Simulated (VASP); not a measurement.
# BaZrO3 (Pm-3m) in VASP: a series of runs

Runs on BaZrO3. Level: LDA. Tasks: single point.

All numbers are computed with VASP 6.6.1; they aren't measurements. Logs are shortened: lines on timing, memory, paths and dates and some standing lists are left out, and cuts for length are marked.

**1. The cell of the first run**

It takes space group Pm-3m (No. 221, cubic). The conventional cell has a = 4.106 Å, b = 4.106 Å, c = 4.106 Å, α = 90.00°, β = 90.00°, γ = 90.00°. Ba (site symmetry m-3m) has 12 O at 2.90 Å and 8 Zr at 3.56 Å within 3.8 Å. Zr (site symmetry m-3m) has 6 O at 2.05 Å within 2.7 Å. O (site symmetry 4/mmm) has 2 Zr at 2.05 Å within 2.7 Å.

**2. Single point, LDA**

Input file INCAR:

```
ALGO = Normal ; EDIFF = 1E-7
ENCUT = 520 ; GGA = CA
ISIF = 2 ; ISMEAR = -1
LASPH = T ; LCHARG = T
LELF = T ; LREAL = F
LVHAR = T ; LWAVE = F
NBANDS = 28 ; NELM = 80
PREC = Accurate ; SIGMA = 0.05
```

Input file KPOINTS:

```
k-points
0
Gamma
  6 6 6
```

Input file POSCAR:

```
BaZrO3
1.0
    4.1057784409      0.0000000000      0.0000000000
    0.0000000000      4.1057784409      0.0000000000
    0.0000000000      0.0000000000      4.1057784409
Ba Zr O
1 1 3
Direct
    0.0000000000      0.0000000000      0.0000000000
    0.5000000000      0.5000000000      0.5000000000
    0.5000000000      0.5000000000      0.0000000000
    0.5000000000      0.0000000000      0.5000000000
    0.0000000000      0.5000000000      0.5000000000
```

Potentials or basis: VASP PAW LDA potentials, release 64 (Ba_sv, Zr_sv, O).

The run is started by

```console
cat potpaw_LDA.64/Ba_sv/POTCAR potpaw_LDA.64/Zr_sv/POTCAR potpaw_LDA.64/O/POTCAR > POTCAR
mpirun -np 1 vasp_std > vasp.out
```

OUTCAR:

```text
EDIFF = 1E-7
   ENCUT = 520
   GGA = CA
   ISIF = 2
   ISMEAR = -1
   LASPH = T
   LREAL = F
   NELM = 80
   PREC = Accurate

 ion  position               nearest neighbor table
   1  0.000  0.000  0.000-   3 2.90   4 2.90   5 2.90   4 2.90   5 2.90   3 2.90   5 2.90   5 2.90
                             3 2.90   4 2.90   4 2.90   3 2.90   2 3.56   2 3.56   2 3.56   2 3.56
   2  0.500  0.500  0.500-   3 2.05   4 2.05   5 2.05   3 2.05   4 2.05   5 2.05   1 3.56   1 3.56
                             1 3.56   1 3.56   1 3.56   1 3.56   1 3.56   1 3.56
   3  0.500  0.500  0.000-   2 2.05   2 2.05   1 2.90   1 2.90   1 2.90   1 2.90
   4  0.500  0.000  0.500-   2 2.05   2 2.05   1 2.90   1 2.90   1 2.90   1 2.90
   5  0.000  0.500  0.500-   2 2.05   2 2.05   1 2.90   1 2.90   1 2.90   1 2.90

  LATTYP: Found a simple cubic cell.
 ALAT       =     4.1057784409

  Lattice vectors:

 A1 = (   4.1057784409,   0.0000000000,   0.0000000000)
 A2 = (   0.0000000000,   4.1057784409,   0.0000000000)
 A3 = (   0.0000000000,   0.0000000000,   4.1057784409)

Analysis of symmetry for initial positions (statically):
=====================================================================
 Subroutine PRICEL returns:
 Original cell was already a primitive cell.

 Routine SETGRP: Setting up the symmetry group for a
 simple cubic supercell.

 Subroutine GETGRP returns: Found 48 space group operations
[... 9 lines left out ...]

 Routine SETGRP: Setting up the symmetry group for a
 simple cubic supercell.

 Subroutine GETGRP returns: Found 48 space group operations
[... 11 lines left out ...]
                                     Primitive cell

  volume of cell :      69.2128

  direct lattice vectors                    reciprocal lattice vectors
     4.105778441  0.000000000  0.000000000     0.243559173  0.000000000  0.000000000
     0.000000000  4.105778441  0.000000000     0.000000000  0.243559173  0.000000000
     0.000000000  0.000000000  4.105778441     0.000000000  0.000000000  0.243559173

  length of vectors
     4.105778441  4.105778441  4.105778441     0.243559173  0.243559173  0.243559173

  position of ions in fractional coordinates (direct lattice)
     0.000000000  0.000000000  0.000000000
     0.500000000  0.500000000  0.500000000
     0.500000000  0.500000000  0.000000000
     0.500000000  0.000000000  0.500000000
     0.000000000  0.500000000  0.500000000

  ion indices of the primitive-cell ions
   primitive index   ion index
                 1           1
                 2           2
                 3           3
                 4           4
                 5           5

----------------------------------------------------------------------------------------

 KPOINTS: k-points

Automatic generation of k-mesh.
 Grid dimensions read from file:
 generate k-points for:    6    6    6

 Generating k-lattice:

  Cartesian coordinates                     Fractional coordinates (reciprocal lattice)
     0.040593195  0.000000000  0.000000000     0.166666667  0.000000000  0.000000000
     0.000000000  0.040593195  0.000000000     0.000000000  0.166666667  0.000000000
     0.000000000  0.000000000  0.040593195     0.000000000  0.000000000  0.166666667

  Length of vectors
     0.040593195  0.040593195  0.040593195

  Shift w.r.t. Gamma in fractional coordinates (k-lattice)
     0.000000000  0.000000000  0.000000000

 Subroutine IBZKPT returns following result:
 ===========================================

 Found     20 irreducible k-points:

 Following reciprocal coordinates:
            Coordinates               Weight
  0.000000  0.000000  0.000000      1.000000
  0.166667  0.000000  0.000000      6.000000
  0.333333  0.000000  0.000000      6.000000
  0.500000  0.000000  0.000000      3.000000
  0.166667  0.166667  0.000000     12.000000
  0.333333  0.166667  0.000000     24.000000
[... 12 lines left out ...]
  0.500000  0.500000  0.333333      6.000000
  0.500000  0.500000  0.500000      1.000000
   k-points           NKPTS =     20   k-points in BZ     NKDIM =     20   number of bands    NBANDS=     28
   number of dos      NEDOS =    301   number of ions     NIONS =      5
   total plane-waves  NPLWV =  32768
   dimension x,y,z NGX =    32 NGY =   32 NGZ =   32
   dimension x,y,z NGXF=    64 NGYF=   64 NGZF=   64
   ions per type =               1   1   3
   NGX,Y,Z   is equivalent  to a cutoff of  12.96, 12.96, 12.96 a.u.
   NGXF,Y,Z  is equivalent  to a cutoff of  25.91, 25.91, 25.91 a.u.
 SYSTEM =  unknown system
   PREC   = accura    normal or accurate (medium, high low for compatibility)
   ISTART =      0    job   : 0-new  1-cont  2-samecut
   ICHARG =      2    charge: 1-file 2-atom 10-const
   ISPIN  =      1    spin polarized calculation?
   LNONCOLLINEAR =      F non collinear calculations
   LSORBIT =      F    spin-orbit coupling
   LASPH  =      T    aspherical Exc in radial PAW
   ENCUT  =  520.0 eV  38.22 Ry    6.18 a.u.   7.63  7.63  7.63*2*pi/ulx,y,z
   NELM   =     80;   NELMIN=  2; NELMDL= -5     # of ELM steps
   EDIFF  = 0.1E-06   stopping-criterion for ELM
   LREAL  =      F    real-space projection
   EDIFFG = 0.1E-05   stopping-criterion for IOM
   NSW    =      0    number of steps for IOM
   IBRION =     -1    ionic relax: 0-MD 1-quasi-New 2-CG
   NFREE  =      0    steps in history (QN), initial steepest desc. (CG)
   ISIF   =      2    stress and relaxation
   ISYM   =      2    0-nonsym 1-usesym 2-fastsym
   POTIM  = 0.5000    time-step for ionic-motion
   TEBEG  =    0.0;   TEEND  =   0.0 temperature during run
   PSTRESS=    0.0 pullay stress
   NELECT =      40.0000    total number of electrons
   NUPDOWN=      -1.0000    fix difference up-down
   EMIN   =  10.00;   EMAX   =-10.00  energy-range for DOS
   EFERMI =   0.00;   METHOD = LEGACY
   ISMEAR =    -1;   SIGMA  =   0.05  broadening in eV -4-tet -1-fermi 0-gaus
   EFERMI_NEDOS =   21; number of points for ismear=-14 and -15
   IALGO  =     38    algorithm
   IMIX   =      4    mixing-type and parameters
     AMIX     =   0.40;   BMIX     =  1.00
     AMIX_MAG =   1.60;   BMIX_MAG =  1.00
  volume/ion in A,a.u.               =      13.84        93.41
  Fermi-wavevector in a.u.,A,eV,Ry     =   1.363639  2.576903 25.300176  1.859511
  Thomas-Fermi vector in A             =   2.490024
   LORBIT       =      0    0 simple, 1 ext, 2 COOP (PROOUT), +10 PAW based schemes
   GGA     = CA    functional components
   LHFCALC =     F    Hartree Fock is set to
   AEXX    =    0.0000 exact exchange contribution
   IVDW    =     0    specifies the selected vdW correction
   LEPSILON=     F    determine dielectric tensor
   LRPA    =     F    only Hartree local field effects (RPA)
 non-spin polarized calculation
  energy-cutoff  :      520.00
  volume of cell :       69.21
 maximum number of plane-waves:      1888
 NGX is ok and might be reduce to    32
   NGX = 15   NGY = 15   NGZ = 15

 number of electron      40.0000022 magnetization

 Free energy of the ion-electron system (eV)
  ---------------------------------------------------
  ext. energy  EPLUGINS =         0.00000000
  ---------------------------------------------------
  free energy    TOTEN  =       -45.67746929 eV

  energy without entropy =      -45.67746929  energy(sigma->0) =      -45.67746929

 E-fermi :   5.0091     XC(G=0): -11.5449

 val. band max:        3.9331825779   @ k =   0.5000   0.5000   0.5000
 cond. band min:       7.1225456908   @ k =   0.0000   0.0000   0.0000
 fundamental gap:      3.1893631129
 Fermi energy:         5.0091075126

 k-point     1 :       0.0000    0.0000    0.0000
  band No.  band energies     occupation
      1     -42.3500      2.00000
      2     -21.0294      2.00000
      3     -20.7827      2.00000
      4     -20.7827      2.00000
      5     -20.7827      2.00000
      6     -12.2226      2.00000
[... 20 lines left out ...]
     27      12.1058      0.00000
     28      12.1058      0.00000

 k-point     2 :       0.1667    0.0000    0.0000
  band No.  band energies     occupation
      1     -42.3487      2.00000
      2     -21.1112      2.00000
      3     -20.7801      2.00000
      4     -20.7801      2.00000
      5     -20.7642      2.00000
      6     -12.2589      2.00000
[... 20 lines left out ...]
     27      12.1092      0.00000
     28      12.4757      0.00000

 k-point     3 :       0.3333    0.0000    0.0000
  band No.  band energies     occupation
      1     -42.3462      2.00000
      2     -21.2671      2.00000
      3     -20.7749      2.00000
      4     -20.7749      2.00000
      5     -20.7261      2.00000
      6     -12.4229      2.00000
[... 20 lines left out ...]
     27      12.1118      0.00000
     28      12.3145      0.00000

 k-point     4 :       0.5000    0.0000    0.0000
  band No.  band energies     occupation
      1     -42.3450      2.00000
      2     -21.3413      2.00000
      3     -20.7723      2.00000
      4     -20.7723      2.00000
      5     -20.7066      2.00000
      6     -12.5084      2.00000
[... 20 lines left out ...]
     27      12.1077      0.00000
     28      12.8333      0.00000

 k-point     5 :       0.1667    0.1667    0.0000
  band No.  band energies     occupation
      1     -42.3475      2.00000
      2     -21.1313      2.00000
      3     -20.8680      2.00000
      4     -20.7775      2.00000
      5     -20.7214      2.00000
      6     -12.2110      2.00000
[... 20 lines left out ...]
     27      12.3973      0.00000
     28      12.5602      0.00000

 k-point     6 :       0.3333    0.1667    0.0000
  band No.  band energies     occupation
      1     -42.3450      2.00000
      2     -21.2331      2.00000
      3     -20.8849      2.00000
      4     -20.7725      2.00000
      5     -20.7237      2.00000
      6     -12.2877      2.00000
[... 339 lines left out ...]
      5     -20.8161      2.00000
      6     -11.3167      2.00000
[... 20 lines left out ...]
     27      12.5372      0.00000
     28      12.5372      0.00000

 k-point    18 :       0.5000    0.3333    0.3333
  band No.  band energies     occupation
      1     -42.3376      2.00000
      2     -21.1231      2.00000
      3     -21.0198      2.00000
      4     -21.0164      2.00000
      5     -20.8470      2.00000
      6     -11.2486      2.00000
[... 20 lines left out ...]
     27      12.5331      0.00000
     28      13.2811      0.00000

 k-point    19 :       0.5000    0.5000    0.3333
  band No.  band energies     occupation
      1     -42.3364      2.00000
      2     -21.0964      2.00000
      3     -21.0964      2.00000
      4     -21.0146      2.00000
      5     -20.8586      2.00000
      6     -11.1276      2.00000
[... 20 lines left out ...]
     27      12.8185      0.00000
     28      13.6619      0.00000

 k-point    20 :       0.5000    0.5000    0.5000
  band No.  band energies     occupation
      1     -42.3352      2.00000
      2     -21.0926      2.00000
      3     -21.0926      2.00000
      4     -21.0926      2.00000
      5     -20.8459      2.00000
      6     -10.7625      2.00000
[... 20 lines left out ...]
     27      13.5211      0.00000
     28      13.5211      0.00000

------------------------ aborting loop because EDIFF is reached ----------------------------------------

  FORCE on cell =-STRESS in cart. coord.  units (eV):
  Direction    XX          YY          ZZ          XY          YZ          ZX
  --------------------------------------------------------------------------------------
  -------------------------------------------------------------------------------------
  Total        3.1907236      3.1907236      3.1907236      0.0000000      0.0000000      0.0000000
  in kB       73.8606696     73.8606696     73.8606696      0.0000000      0.0000000      0.0000000
  external PRESSURE =      73.8606696 kB  Pullay stress =       0.0000000 kB

 VOLUME and BASIS-vectors are now :
 -----------------------------------------------------------------------------
  energy-cutoff  :      520.00
  volume of cell :       69.21
      direct lattice vectors                 reciprocal lattice vectors
     4.105778441  0.000000000  0.000000000     0.243559173  0.000000000  0.000000000
     0.000000000  4.105778441  0.000000000     0.000000000  0.243559173  0.000000000
     0.000000000  0.000000000  4.105778441     0.000000000  0.000000000  0.243559173

 POSITION                                       TOTAL-FORCE (eV/Angst)
 -----------------------------------------------------------------------------------
      0.00000      0.00000      0.00000         0.000000      0.000000      0.000000
      2.05289      2.05289      2.05289         0.000000      0.000000      0.000000
      2.05289      2.05289      0.00000         0.000000      0.000000      0.000000
      2.05289      0.00000      2.05289         0.000000      0.000000      0.000000
      0.00000      2.05289      2.05289         0.000000      0.000000      0.000000
 -----------------------------------------------------------------------------------
    total drift:                                0.000000     -0.000000     -0.000000

  FREE ENERGIE OF THE ION-ELECTRON SYSTEM (eV)
  ---------------------------------------------------
  free  energy   TOTEN  =       -45.6774692860 eV

  energy  without entropy=      -45.6774692860  energy(sigma->0) =      -45.67746929
```

It took 34 s on 1 thread of Intel Xeon Platinum 8488C (Sapphire Rapids), shared host; peak memory 0.18 GiB.

Results:

```yaml
Free_energy: -45.6775 eV
Pressure: 7.4 GPa
Band_gap_on_the_k_mesh: 3.19 eV, indirect (least direct gap 3.32 eV)
```

Levels at points of the mesh, in eV from the valence-band top:
| k point | band 17 | band 18 | band 19 | band 20 | band 21 | band 22 | band 23 | band 24 |
| --- | --- | --- | --- | --- | --- | --- | --- | --- |
| (0.00, 0.00, 0.00) | -1.10 | -0.13 | -0.13 | -0.13 | 3.19 | 3.19 | 3.19 | 4.58 |
| (0.50, 0.00, 0.00) | -1.85 | -1.85 | -0.34 | -0.34 | 3.70 | 6.07 | 6.07 | 6.57 |
| (0.50, 0.50, 0.00) | -0.92 | -0.92 | -0.61 | -0.09 | 6.02 | 6.02 | 6.73 | 6.85 |
| (0.50, 0.50, 0.50) | -2.57 | 0.00 | 0.00 | 0.00 | 6.16 | 6.16 | 6.16 | 7.52 |

Caveat: spin-orbit coupling is left out, which moves the levels of the heavy elements. LDA gaps usually lie below the measured ones, often by a third to a half.

**3. Single point, LDA**

This run uses another cell than the first one, of 14.14 Å³/atom, 1.021 times its volume.

Input file INCAR:

```
PREC = Accurate ; ENCUT = 520
EDIFF = 1E-6 ; ISMEAR = -1
SIGMA = 0.05 ; LREAL = F
LASPH = T ; NELM = 60
ALGO = Normal ; ISIF = 2
LWAVE = F ; LCHARG = T
GGA = CA ; LELF = T
LVHAR = T ; NBANDS = 28
```

Input file KPOINTS:

```
Automatic mesh
0
Gamma
  6 6 6
```

POSCAR, as its differences from that of step 2:

```diff
@@ -2,5 +2,5 @@
 1.0
-    4.1057784409      0.0000000000      0.0000000000
-    0.0000000000      4.1057784409      0.0000000000
-    0.0000000000      0.0000000000      4.1057784409
+    4.1346933262      0.0000000000      0.0000000000
+    0.0000000000      4.1346933262      0.0000000000
+    0.0000000000      0.0000000000      4.1346933262
 Ba Zr O
```

Potentials or basis: VASP PAW LDA potentials, release 64 (Ba_sv, Zr_sv, O).

The run is started by

```console
cat potpaw_LDA.64/Ba_sv/POTCAR potpaw_LDA.64/Zr_sv/POTCAR potpaw_LDA.64/O/POTCAR > POTCAR
mpirun -np 1 vasp_std > vasp.out
```

Run time: 33 s. Hardware: 1 thread of Intel Xeon Platinum 8488C (Sapphire Rapids), shared host; peak memory 0.18 GiB.

It converged, with:

| Quantity | Value |
| --- | --- |
| Free energy | -45.7274 eV |
| Pressure | 3.2 GPa |
| Band gap on the k mesh | 3.15 eV, indirect (least direct gap 3.32 eV) |

Levels at points of the mesh, in eV from the valence-band top:
| k point | band 18 | band 19 | band 20 | band 21 | band 22 | band 23 |
| --- | --- | --- | --- | --- | --- | --- |
| (0.00, 0.00, 0.00) | -0.17 | -0.17 | -0.17 | 3.15 | 3.15 | 3.15 |
| (0.50, 0.00, 0.00) | -1.82 | -0.38 | -0.38 | 3.64 | 5.92 | 5.92 |
| (0.50, 0.50, 0.00) | -0.93 | -0.67 | -0.08 | 5.89 | 5.89 | 6.62 |
| (0.50, 0.50, 0.50) | 0.00 | 0.00 | 0.00 | 6.07 | 6.07 | 6.07 |

Caveat: spin-orbit coupling is left out, which moves the levels of the heavy elements. A k mesh can miss the band edges.

**4. Single point, LDA**

This run uses another cell than the first one, of 14.43 Å³/atom, 1.043 times its volume.

Input file INCAR:

```
ALGO = Normal
EDIFF = 1E-6
ENCUT = 520
GGA = CA
ISIF = 2
ISMEAR = -1
LASPH = True
LCHARG = True
LELF = True
LREAL = False
LVHAR = True
LWAVE = False
NBANDS = 28
NELM = 100
PREC = Accurate
SIGMA = 0.05
```

Input file KPOINTS:

```
k-points
0
Gamma
  6 6 6
```

POSCAR, as its differences from that of step 3:

```diff
@@ -2,5 +2,5 @@
 1.0
-    4.1346933262      0.0000000000      0.0000000000
-    0.0000000000      4.1346933262      0.0000000000
-    0.0000000000      0.0000000000      4.1346933262
+    4.1632093537      0.0000000000      0.0000000000
+    0.0000000000      4.1632093537      0.0000000000
+    0.0000000000      0.0000000000      4.1632093537
 Ba Zr O
```

The run is started by

```console
cat potpaw_LDA.64/Ba_sv/POTCAR potpaw_LDA.64/Zr_sv/POTCAR potpaw_LDA.64/O/POTCAR > POTCAR
mpirun -np 1 vasp_std > vasp.out
```

Run time: 35 s. Hardware: 1 thread of Intel Xeon Platinum 8488C (Sapphire Rapids), shared host; peak memory 0.17 GiB.

The run converged. Its results:

- Free energy: -45.7412 eV
- Pressure: -0.5 GPa
- Band gap on the k mesh: 3.11 eV, indirect (least direct gap 3.30 eV)

Levels at points of the mesh, in eV from the valence-band top:
```
           k point  band 17  band 18  band 19  band 20  band 21  band 22  band 23  band 24
(0.00, 0.00, 0.00)    -1.03    -0.19    -0.19    -0.19     3.11     3.11     3.11     4.54
(0.50, 0.00, 0.00)    -1.79    -1.79    -0.42    -0.42     3.58     5.79     5.79     6.41
(0.50, 0.50, 0.00)    -0.93    -0.93    -0.73    -0.08     5.75     5.75     6.51     6.59
(0.50, 0.50, 0.50)    -2.57     0.00     0.00     0.00     5.99     5.99     5.99     7.15
```

Caveat: spin-orbit coupling is left out, which moves the levels of the heavy elements. A k mesh can miss the band edges.

**5. Summary**

```csv
cell,gap on the mesh (eV),pressure (GPa)
"a = 4.106 Å, 5 atoms",3.19,7.4
"a = 4.135 Å, 5 atoms",3.15,3.2
"a = 4.163 Å, 5 atoms",3.11,-0.5
```

Alike in all rows: task single point; level LDA; potentials or basis VASP PAW LDA potentials, release 64 (Ba_sv, Zr_sv, O); no spin polarisation; k mesh 6 × 6 × 6; cutoff (eV) 520; smearing fermi-dirac 0.05 eV.

Caveats: spin-orbit coupling is left out, which moves the levels of the heavy elements.

Total energies depend on the potentials used, so only differences within one code and one set of settings carry meaning.
